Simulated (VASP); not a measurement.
Write the native input for VASP 6.6.1 that does the following.

| Property | Result |
| --- | --- |
| Task | single point |
| Functional | LDA |
| Potentials or basis | VASP PAW LDA potentials, release 64 (Ti_sv, Al) |
| Cutoff | 520 eV |
| k mesh | 10 × 8 × 8 |
| Occupations | gaussian, width 0.15 eV |
| Spin | no spin polarisation |
| Dipole correction | no |
| Further INCAR settings | ALGO = Fast; EDIFF = 1e-06; NBANDS = 31 |

The structure of TiAl3 lies in POSCAR:

```
TiAl3
1.0
   -3.9105245017      0.0000000000      0.0000000000
    0.0000000000      3.9105245017      3.9105245017
    0.0000000000      3.9105245017     -3.9105245017
Ti Al
2 6
Direct
    0.0000000000      0.5000000000      0.5000000000
    0.0000000000      0.0000000000      0.0000000000
    0.5000000000      0.7407940738      0.7592059262
    0.5000000000      0.2592059262      0.2407940738
    0.5000000000      0.7407940738      0.2407940738
    0.5000000000      0.2592059262      0.7592059262
    0.0000000000      0.5000000000      0.0000000000
    0.0000000000      0.0000000000      0.5000000000
```

This cell differs from its parent crystal: mode 4 frozen in at +0.000 Å and mode 18 at -0.072 Å (largest displacements).

One way to write it, as run:

INCAR

```
PREC = Accurate ; ENCUT = 520
EDIFF = 1E-6 ; ISMEAR = 0
SIGMA = 0.15 ; LREAL = False
LASPH = True ; NELM = 80
ALGO = Fast ; ISIF = 2
LWAVE = False ; LCHARG = False
NBANDS = 31
```

KPOINTS

```
Automatic mesh
0
Gamma
  10 8 8
```

Potentials or basis: VASP PAW LDA potentials, release 64 (Ti_sv, Al).

The run is started by

```console
$ cat potpaw_LDA.64/Ti_sv/POTCAR potpaw_LDA.64/Al/POTCAR > POTCAR
$ mpirun -np 1 vasp_std > vasp.out
```

Results of the run:

```
Pressure               : 0.6 GPa
Largest force          : 0.673 eV/Å
Band gap on the k mesh : zero (band 21 reaches 9.84 eV, above the bottom of band 22 at 8.91 eV)
```

Caveat: the cell differs from its parent crystal (mode 4 frozen in at +0.000 Å and mode 18 at -0.072 Å (largest displacements)).

Wall time 6.1 min on 1 thread of Intel(R) Xeon(R) 6975P-C (Granite Rapids), on a shared host, peak memory 0.37 GiB.
